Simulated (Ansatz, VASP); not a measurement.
Two plane-wave programs on Cu2B

The input INCAR:

```
  PREC = Accurate
  ENCUT = 520
  EDIFF = 1E-6
  ISMEAR = -1
  SIGMA = 0.05
  LREAL = F
  LASPH = T
  NELM = 60
  ALGO = Normal
  ISIF = 2
  LWAVE = F
  LCHARG = F
  LMAXMIX = 4
  LDAU = T
  LDAUTYPE = 2
  LDAUL = 2 -1
  LDAUU = 2 0
  LDAUJ = 0 0
  LDAUPRINT = 1
  GGA = PS
  NBANDS = 34
```

KPOINTS

```
regular mesh
0
Gamma
  5 5 5
```

POSCAR

```
Cu2B
1.0
    0.0000000000      3.2834700000      3.2834700000
    3.2834700000      0.0000000000      3.2834700000
    3.2834700000      3.2834700000      0.0000000000
Cu B
4 2
Direct
    0.1250000000      0.1250000000      0.1250000000
    0.6250000000      0.1250000000      0.1250000000
    0.1250000000      0.1250000000      0.6250000000
    0.1250000000      0.6250000000      0.1250000000
    0.5000000000      0.5000000000      0.5000000000
    0.7500000000      0.7500000000      0.7500000000
```

input.yaml

```yaml
crystal:
  lattice:
    - [0.0, 3.28347, 3.28347]
    - [3.28347, 0.0, 3.28347]
    - [3.28347, 3.28347, 0.0]
  atoms:
    - { symbol: Cu, position: [0.125, 0.125, 0.125] }
    - { symbol: Cu, position: [0.625, 0.125, 0.125] }
    - { symbol: Cu, position: [0.125, 0.125, 0.625] }
    - { symbol: Cu, position: [0.125, 0.625, 0.125] }
    - { symbol: B, position: [0.5, 0.5, 0.5] }
    - { symbol: B, position: [0.75, 0.75, 0.75] }
hamiltonian:
  xc: pbesol
  pseudopotentials: { kind: paw }
  hubbard: { sites: [{ species: Cu, l: d, u_eff: 2.0 }] }
kpoints:
  mp_grid: { grid: [5, 5, 5] }
scf:
  occupations: { method: fermi_dirac, width: 0.05 }
output:
  forces: true
  stress: true
  eigenvalues: true
```

Alike in both runs: task single point; functional PBEsol; k mesh 5 × 5 × 5; occupations fermi-dirac, width 0.05 eV; no spin polarisation; Hubbard terms Cu d U = 2 eV.

```csv
,VASP,Ansatz
version,VASP 6.6.1,Ansatz 0.2.0
potentials or method,"VASP PAW PBE potentials, release 64 (Cu, B)",Ansatz PAW
plane-wave cutoff (eV),520,420
valence electrons in the cell,50,82
```

|  | VASP | Ansatz | Ansatz less VASP |
| --- | --- | --- | --- |
| gap on the k mesh at the Fermi level (eV) | none | none | - |
| pressure (GPa) | -7.9 | -6.1 | +1.79 |

VASP's potentials were made for PBE, not for PBEsol. The programs project onto different local orbitals, so the same U acts differently, and such runs can settle in different states. A gap of «none» marks a metal or a gap that the smearing closes. VASP's potentials hold 50 valence electrons a cell and Ansatz's 82, so a difference there can come from the potentials and not from the codes.
